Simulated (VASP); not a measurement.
# WC (P4/mmm) in VASP: notebook

WC is run at these levels: PBE; tasks: single point, relaxation of cell and atoms.

All numbers are computed with VASP 6.6.1; they aren't measurements. Logs are shortened: lines on timing, memory, paths and dates and some standing lists are left out, and cuts for length are marked.

## (1) The cell of the first run

The structure is tetragonal, space group P4/mmm (No. 123). The conventional cell has a = 2.939 Å, b = 2.939 Å, c = 3.063 Å, α = 90.00°, β = 90.00°, γ = 90.00°. W (site symmetry 4/mmm) has 4 C at 2.08 Å within 2.8 Å. C (site symmetry 4/mmm) has 4 W at 2.08 Å within 2.8 Å.

## (2) Single point, PBE

Contents of INCAR:

```
PREC = Accurate
ENCUT = 520
EDIFF = 1E-6
ISMEAR = 0
SIGMA = 0.1
LREAL = False
LASPH = True
NELM = 100
ALGO = Normal
ISIF = 2
LWAVE = False
LCHARG = False
GGA = PE
NBANDS = 16
```

Contents of KPOINTS:

```
Automatic mesh
0
Gamma
  6 6 4
```

Contents of POSCAR:

```
WC
1.0
    2.9391464418      0.0000000000      0.0000000000
    0.0000000000      2.9391464418      0.0000000000
    0.0000000000      0.0000000000      3.0634289433
W C
1 1
Direct
    0.0000000000      0.0000000000      0.0000000000
    0.5000000000      0.5000000000      0.0000000000
```

Potentials or basis: VASP PAW PBE potentials, release 64 (W_sv, C).

Run with:

```console
cat potpaw_PBE.64/W_sv/POTCAR potpaw_PBE.64/C/POTCAR > POTCAR
mpirun -np 1 vasp_std > vasp.out
```

OUTCAR:

```text
PREC = Accurate
   ENCUT = 520
   EDIFF = 1E-6
   ISMEAR = 0
   LREAL = False
   LASPH = True
   NELM = 100
   ISIF = 2
   GGA = PE

 ion  position               nearest neighbor table
   1  0.000  0.000  0.000-   2 2.08   2 2.08   2 2.08   2 2.08
   2  0.500  0.500  0.000-   1 2.08   1 2.08   1 2.08   1 2.08

  LATTYP: Found a simple tetragonal cell.
 ALAT       =     2.9391464418
 C/A-ratio  =     1.0422852362

  Lattice vectors:

 A1 = (   2.9391464418,   0.0000000000,   0.0000000000)
 A2 = (   0.0000000000,   2.9391464418,   0.0000000000)
 A3 = (   0.0000000000,   0.0000000000,   3.0634289433)

Analysis of symmetry for initial positions (statically):
=====================================================================
 Subroutine PRICEL returns:
 Original cell was already a primitive cell.

 Routine SETGRP: Setting up the symmetry group for a
 simple tetragonal supercell.

 Subroutine GETGRP returns: Found 16 space group operations
 (whereof 16 operations were pure point group operations)
 out of a pool of 16 trial point group operations.

The static configuration has the point symmetry D_4h.

Analysis of symmetry for dynamics (positions and initial velocities):
=====================================================================
 Subroutine PRICEL returns:
 Original cell was already a primitive cell.

 Routine SETGRP: Setting up the symmetry group for a
 simple tetragonal supercell.

 Subroutine GETGRP returns: Found 16 space group operations
 (whereof 16 operations were pure point group operations)
 out of a pool of 16 trial point group operations.

The dynamic configuration has the point symmetry D_4h.

 Subroutine INISYM returns: Found 16 space group operations
 (whereof 16 operations are pure point group operations),
 and found     1 'primitive' translations

----------------------------------------------------------------------------------------

                                     Primitive cell

  volume of cell :      26.4637

  direct lattice vectors                    reciprocal lattice vectors
     2.939146442  0.000000000  0.000000000     0.340234833  0.000000000  0.000000000
     0.000000000  2.939146442  0.000000000     0.000000000  0.340234833  0.000000000
     0.000000000  0.000000000  3.063428943     0.000000000  0.000000000  0.326431596

  length of vectors
     2.939146442  2.939146442  3.063428943     0.340234833  0.340234833  0.326431596

  position of ions in fractional coordinates (direct lattice)
     0.000000000  0.000000000  0.000000000
     0.500000000  0.500000000  0.000000000

  ion indices of the primitive-cell ions
   primitive index   ion index
                 1           1
                 2           2

----------------------------------------------------------------------------------------

 KPOINTS: Automatic mesh

Automatic generation of k-mesh.
 Grid dimensions read from file:
 generate k-points for:    6    6    4

 Generating k-lattice:

  Cartesian coordinates                     Fractional coordinates (reciprocal lattice)
     0.056705806  0.000000000  0.000000000     0.166666667  0.000000000  0.000000000
     0.000000000  0.056705806  0.000000000     0.000000000  0.166666667  0.000000000
     0.000000000  0.000000000  0.081607899     0.000000000  0.000000000  0.250000000

  Length of vectors
     0.056705806  0.056705806  0.081607899

  Shift w.r.t. Gamma in fractional coordinates (k-lattice)
     0.000000000  0.000000000  0.000000000

 Subroutine IBZKPT returns following result:
 ===========================================

 Found     30 irreducible k-points:

 Following reciprocal coordinates:
            Coordinates               Weight
  0.000000  0.000000  0.000000      1.000000
  0.166667  0.000000  0.000000      4.000000
  0.333333  0.000000  0.000000      4.000000
  0.500000  0.000000  0.000000      2.000000
  0.166667  0.166667  0.000000      4.000000
  0.333333  0.166667  0.000000      8.000000
[... 16 lines left out ...]
  0.333333  0.000000  0.500000      4.000000
  0.500000  0.000000  0.500000      2.000000
 [... further k-points ...]
   k-points           NKPTS =     30   k-points in BZ     NKDIM =     30   number of bands    NBANDS=     16
   number of dos      NEDOS =    301   number of ions     NIONS =      2
   total plane-waves  NPLWV =  13824
   dimension x,y,z NGX =    24 NGY =   24 NGZ =   24
   dimension x,y,z NGXF=    48 NGYF=   48 NGZF=   48
   ions per type =               1   1
   NGX,Y,Z   is equivalent  to a cutoff of  13.58, 13.58, 13.02 a.u.
   NGXF,Y,Z  is equivalent  to a cutoff of  27.15, 27.15, 26.05 a.u.
 SYSTEM =  unknown system
   PREC   = accura    normal or accurate (medium, high low for compatibility)
   ISTART =      0    job   : 0-new  1-cont  2-samecut
   ICHARG =      2    charge: 1-file 2-atom 10-const
   ISPIN  =      1    spin polarized calculation?
   LNONCOLLINEAR =      F non collinear calculations
   LSORBIT =      F    spin-orbit coupling
   LASPH  =      T    aspherical Exc in radial PAW
   ENCUT  =  520.0 eV  38.22 Ry    6.18 a.u.   5.46  5.46  5.70*2*pi/ulx,y,z
   NELM   =    100;   NELMIN=  2; NELMDL= -5     # of ELM steps
   EDIFF  = 0.1E-05   stopping-criterion for ELM
   LREAL  =      F    real-space projection
   EDIFFG = 0.1E-04   stopping-criterion for IOM
   NSW    =      0    number of steps for IOM
   IBRION =     -1    ionic relax: 0-MD 1-quasi-New 2-CG
   NFREE  =      0    steps in history (QN), initial steepest desc. (CG)
   ISIF   =      2    stress and relaxation
   ISYM   =      2    0-nonsym 1-usesym 2-fastsym
   POTIM  = 0.5000    time-step for ionic-motion
   TEBEG  =    0.0;   TEEND  =   0.0 temperature during run
   PSTRESS=    0.0 pullay stress
   NELECT =      18.0000    total number of electrons
   NUPDOWN=      -1.0000    fix difference up-down
   EMIN   =  10.00;   EMAX   =-10.00  energy-range for DOS
   EFERMI =   0.00;   METHOD = LEGACY
   ISMEAR =     0;   SIGMA  =   0.10  broadening in eV -4-tet -1-fermi 0-gaus
   EFERMI_NEDOS =   21; number of points for ismear=-14 and -15
   IALGO  =     38    algorithm
   IMIX   =      4    mixing-type and parameters
     AMIX     =   0.40;   BMIX     =  1.00
     AMIX_MAG =   1.60;   BMIX_MAG =  1.00
  volume/ion in A,a.u.               =      13.23        89.29
  Fermi-wavevector in a.u.,A,eV,Ry     =   1.439734  2.720703 28.202617  2.072834
  Thomas-Fermi vector in A             =   2.558557
   LORBIT       =      0    0 simple, 1 ext, 2 COOP (PROOUT), +10 PAW based schemes
   GGA     = PE    functional components
   LHFCALC =     F    Hartree Fock is set to
   AEXX    =    0.0000 exact exchange contribution
   IVDW    =     0    specifies the selected vdW correction
   LEPSILON=     F    determine dielectric tensor
   LRPA    =     F    only Hartree local field effects (RPA)
 non-spin polarized calculation
 Gauss-broadening in eV      SIGMA  =   0.10
  energy-cutoff  :      520.00
  volume of cell :       26.46
 maximum number of plane-waves:       727
 NGX is ok and might be reduce to    24
   NGX = 11   NGY = 11   NGZ = 11

 number of electron      18.0000002 magnetization

 Free energy of the ion-electron system (eV)
  ---------------------------------------------------
  ext. energy  EPLUGINS =         0.00000000
  ---------------------------------------------------
  free energy    TOTEN  =       -20.64109477 eV

  energy without entropy =      -20.63338825  energy(sigma->0) =      -20.63724151

 E-fermi :   7.9926     XC(G=0): -12.2474

 val. band max:        7.9814155903   @ k =   0.0000   0.0000   0.2500
 cond. band min:       8.0287673798   @ k =   0.1667   0.0000   0.2500
 fundamental gap:      0.0473517895
 Fermi energy:         7.9926249458

 k-point     1 :       0.0000    0.0000    0.0000
  band No.  band energies     occupation
      1     -66.3591      2.00000
      2     -30.4655      2.00000
      3     -30.4655      2.00000
      4     -30.2705      2.00000
      5      -5.5900      2.00000
      6       4.0494      2.00000
[... 8 lines left out ...]
     15      21.6738      0.00000
     16      23.9397      0.00000

 k-point     2 :       0.1667    0.0000    0.0000
  band No.  band energies     occupation
      1     -66.3526      2.00000
      2     -30.6034      2.00000
      3     -30.4479      2.00000
      4     -30.2593      2.00000
      5      -4.9789      2.00000
      6       3.6249      2.00000
[... 8 lines left out ...]
     15      19.8686      0.00000
     16      23.6991      0.00000

 k-point     3 :       0.3333    0.0000    0.0000
  band No.  band energies     occupation
      1     -66.3396      2.00000
      2     -30.8704      2.00000
      3     -30.4124      2.00000
      4     -30.2368      2.00000
      5      -3.3965      2.00000
      6       1.7505      2.00000
[... 8 lines left out ...]
     15      20.8532      0.00000
     16      22.5540      0.00000

 k-point     4 :       0.5000    0.0000    0.0000
  band No.  band energies     occupation
      1     -66.3331      2.00000
      2     -30.9999      2.00000
      3     -30.3946      2.00000
      4     -30.2255      2.00000
      5      -1.8834      2.00000
      6       0.0105      2.00000
[... 8 lines left out ...]
     15      20.3929      0.00000
     16      21.8415      0.00000
[... 324 lines left out ...]
 k-point    22 :       0.1667    0.0000    0.5000
  band No.  band energies     occupation
      1     -66.3397      2.00000
      2     -30.5773      2.00000
      3     -30.5465      2.00000
      4     -30.4251      2.00000
      5      -4.0440      2.00000
      6       2.9904      2.00000
[... 8 lines left out ...]
     15      20.4336      0.00000
     16      21.0332      0.00000

 k-point    23 :       0.3333    0.0000    0.5000
  band No.  band energies     occupation
      1     -66.3269      2.00000
      2     -30.8387      2.00000
      3     -30.5182      2.00000
      4     -30.3902      2.00000
      5      -2.4654      2.00000
      6       2.3191      2.00000
[... 8 lines left out ...]
     15      21.7328      0.00000
     16      22.1047      0.00000

 k-point    24 :       0.5000    0.0000    0.5000
  band No.  band energies     occupation
      1     -66.3204      2.00000
      2     -30.9655      2.00000
      3     -30.5040      2.00000
      4     -30.3727      2.00000
      5      -0.9192      2.00000
      6       0.6677      2.00000
[... 8 lines left out ...]
     15      20.0827      0.00000
     16      23.3623      0.00000

 [... further k-points ...]
[... 5 lines left out ...]
  --------------------------------------------------------------------------------------
  -------------------------------------------------------------------------------------
  Total        0.1125136      0.1125136     -0.0061036      0.0000000      0.0000000     -0.0000000
  in kB        6.8118571      6.8118571     -0.3695289      0.0000000      0.0000000     -0.0000000
  external PRESSURE =       4.4180618 kB  Pullay stress =       0.0000000 kB

 VOLUME and BASIS-vectors are now :
 -----------------------------------------------------------------------------
  energy-cutoff  :      520.00
  volume of cell :       26.46
      direct lattice vectors                 reciprocal lattice vectors
     2.939146442  0.000000000  0.000000000     0.340234833  0.000000000  0.000000000
     0.000000000  2.939146442  0.000000000     0.000000000  0.340234833  0.000000000
     0.000000000  0.000000000  3.063428943     0.000000000  0.000000000  0.326431596

 POSITION                                       TOTAL-FORCE (eV/Angst)
 -----------------------------------------------------------------------------------
      0.00000      0.00000      0.00000         0.000000      0.000000      0.000000
      1.46957      1.46957      0.00000         0.000000      0.000000      0.000000
 -----------------------------------------------------------------------------------
    total drift:                                0.000000     -0.000000     -0.000000

  FREE ENERGIE OF THE ION-ELECTRON SYSTEM (eV)
  ---------------------------------------------------
  free  energy   TOTEN  =       -20.6410947662 eV

  energy  without entropy=      -20.6333882519  energy(sigma->0) =      -20.63724151
```

Run time: 5 s. Hardware: 1 thread of Intel Xeon 6975P-C (Granite Rapids), shared host; peak memory 0.14 GiB.

What came out:

* Free energy: -20.6411 eV
* Pressure: 0.4 GPa
* Band gap on the k mesh: zero (band 9 reaches 9.14 eV, above the bottom of band 10 at 6.30 eV)

Caveat: the k points lie up to 0.51 Å⁻¹ apart; spin-orbit coupling is left out, which moves the levels of the heavy elements.

## (3) Single point, PBE

This run uses another cell than the first one, of 14.70 Å³/atom, 1.111 times its volume.

Contents of INCAR:

```
SYSTEM = WC
PREC = Accurate
ENCUT = 520
EDIFF = 1E-6
ISMEAR = 0
SIGMA = 0.1
LREAL = .False.
LASPH = .True.
NELM = 80
ALGO = Normal
ISIF = 2
LWAVE = .False.
LCHARG = .False.
GGA = PE
NBANDS = 16
```

Contents of KPOINTS:

```
regular mesh
0
Gamma
  6 6 4
  0 0 0
```

Contents of POSCAR:

```
WC
1.0
    2.7110221200      0.0000000000      0.0000000000
    0.0000000000      2.7110221200      0.0000000000
    0.0000000000      0.0000000000      3.9999374600
W C
1 1
Direct
    0.0000000000      0.0000000000      0.0000000000
    0.5000000000      0.5000000000      0.0000000000
```

Potentials or basis: VASP PAW PBE potentials, release 64 (W_sv, C).

Run with:

```console
cat potpaw_PBE.64/W_sv/POTCAR potpaw_PBE.64/C/POTCAR > POTCAR
mpirun -np 1 vasp_std > vasp.out
```

OUTCAR:

```text
SYSTEM = WC
   PREC = Accurate
   ENCUT = 520
   EDIFF = 1E-6
   ISMEAR = 0
   LREAL = .False.
   LASPH = .True.
   NELM = 80
   ISIF = 2
   GGA = PE

 ion  position               nearest neighbor table
   1  0.000  0.000  0.000-   2 1.92   2 1.92   2 1.92   2 1.92
   2  0.500  0.500  0.000-   1 1.92   1 1.92   1 1.92   1 1.92

  LATTYP: Found a simple tetragonal cell.
 ALAT       =     2.7110221200
 C/A-ratio  =     1.4754351986

  Lattice vectors:

 A1 = (   2.7110221200,   0.0000000000,   0.0000000000)
 A2 = (   0.0000000000,   2.7110221200,   0.0000000000)
 A3 = (   0.0000000000,   0.0000000000,   3.9999374600)

Analysis of symmetry for initial positions (statically):
=====================================================================
 Subroutine PRICEL returns:
 Original cell was already a primitive cell.

 Routine SETGRP: Setting up the symmetry group for a
 simple tetragonal supercell.

 Subroutine GETGRP returns: Found 16 space group operations
 (whereof 16 operations were pure point group operations)
 out of a pool of 16 trial point group operations.

The static configuration has the point symmetry D_4h.

Analysis of symmetry for dynamics (positions and initial velocities):
[... 154 lines left out ...]
  ---------------------------------------------------
  free energy    TOTEN  =       -18.71421909 eV

  energy without entropy =      -18.70663738  energy(sigma->0) =      -18.71042823

 E-fermi :   6.8371     XC(G=0): -11.1696

 val. band max:        6.6834250222   @ k =   0.5000   0.3333   0.0000
 cond. band min:       6.8413644101   @ k =   0.1667   0.0000   0.0000
 fundamental gap:      0.1579393879
 Fermi energy:         6.8370673800

 k-point     1 :       0.0000    0.0000    0.0000
  band No.  band energies     occupation
      1     -67.5605      2.00000
      2     -31.7919      2.00000
      3     -31.6379      2.00000
      4     -31.6379      2.00000
      5      -8.0025      2.00000
      6       1.4479      2.00000
[... 433 lines left out ...]
      3     -31.6770      2.00000
      4     -31.4597      2.00000
      5      -2.5540      2.00000
      6      -2.4339      2.00000
[... 8 lines left out ...]
     15      18.2113      0.00000
     16      22.6306      0.00000

 [... further k-points ...]
[... 5 lines left out ...]
  --------------------------------------------------------------------------------------
  -------------------------------------------------------------------------------------
  Total       18.3739310     18.3739310     -2.5629260      0.0000000      0.0000000      0.0000000
  in kB     1001.3671523   1001.3671523   -139.6777801      0.0000000      0.0000000      0.0000000
  external PRESSURE =     621.0188415 kB  Pullay stress =       0.0000000 kB

 VOLUME and BASIS-vectors are now :
 -----------------------------------------------------------------------------
  energy-cutoff  :      520.00
  volume of cell :       29.40
      direct lattice vectors                 reciprocal lattice vectors
     2.711022120  0.000000000  0.000000000     0.368864567  0.000000000  0.000000000
     0.000000000  2.711022120  0.000000000     0.000000000  0.368864567  0.000000000
     0.000000000  0.000000000  3.999937460     0.000000000  0.000000000  0.250003909

 POSITION                                       TOTAL-FORCE (eV/Angst)
 -----------------------------------------------------------------------------------
      0.00000      0.00000      0.00000         0.000000      0.000000      0.000000
      1.35551      1.35551      0.00000         0.000000      0.000000      0.000000
 -----------------------------------------------------------------------------------
    total drift:                                0.000000      0.000000     -0.000000

  FREE ENERGIE OF THE ION-ELECTRON SYSTEM (eV)
  ---------------------------------------------------
  free  energy   TOTEN  =       -18.7142190854 eV

  energy  without entropy=      -18.7066373807  energy(sigma->0) =      -18.71042823
```

OSZICAR:

```text
N       E                     dE             d eps       ncg     rms          rms(c)
DAV:   1     0.130122093871E+03    0.13012E+03   -0.94601E+03   960   0.120E+03
DAV:   2    -0.184472707251E+02   -0.14857E+03   -0.14248E+03  1224   0.335E+02
DAV:   3    -0.231777338453E+02   -0.47305E+01   -0.46660E+01  1064   0.583E+01
DAV:   4    -0.232231209117E+02   -0.45387E-01   -0.45383E-01  1208   0.648E+00
DAV:   5    -0.232237189560E+02   -0.59804E-03   -0.59804E-03  1104   0.725E-01    0.432E+01
DAV:   6    -0.188634914452E+02    0.43602E+01   -0.12848E+01  1152   0.299E+01    0.117E+01
DAV:   7    -0.187608322540E+02    0.10266E+00   -0.81747E-01  1016   0.763E+00    0.976E+00
DAV:   8    -0.187371480471E+02    0.23684E-01   -0.14950E-01  1248   0.309E+00    0.137E+00
DAV:   9    -0.187146880971E+02    0.22460E-01   -0.26940E-02  1152   0.134E+00    0.422E-01
DAV:  10    -0.187142759934E+02    0.41210E-03   -0.18708E-03  1152   0.346E-01    0.952E-02
DAV:  11    -0.187142235741E+02    0.52419E-04   -0.28277E-04  1168   0.138E-01    0.630E-02
DAV:  12    -0.187142193281E+02    0.42460E-05   -0.14608E-05  1120   0.287E-02    0.675E-03
DAV:  13    -0.187142190854E+02    0.24272E-06   -0.33518E-06  1208   0.111E-02
   1 F= -.18714219E+02 E0= -.18710428E+02  d E =-.758170E-02
```

stdout:

```text
POSCAR found type information on POSCAR W C
 POSCAR found :  2 types and       2 ions
 scaLAPACK will be used
 LDA part: xc-table for (Slater+PW92), standard interpolation
 POSCAR, INCAR and KPOINTS ok, starting setup
 FFT: planning ... GRIDC
 FFT: planning ... GRID_SOFT
 FFT: planning ... GRID
 WAVECAR not read
 entering main loop
```

Wall time 7.2 s (1 thread of Intel Xeon 6975P-C (Granite Rapids), shared host); peak memory 0.14 GiB.

Results:

```yaml
Free_energy: -18.7142 eV
Pressure: 62.1 GPa
Band_gap_on_the_k_mesh: zero (band 9 reaches 7.93 eV, above the bottom of band 10 at 5.36 eV)
```

Stress tensor (GPa, compression positive):
```
100.14   0.00   0.00
  0.00 100.14   0.00
  0.00   0.00 -13.97
```

Caveat: the k points lie up to 0.39 Å⁻¹ apart; spin-orbit coupling is left out, which moves the levels of the heavy elements.

(Continued in part 2 of 2.)
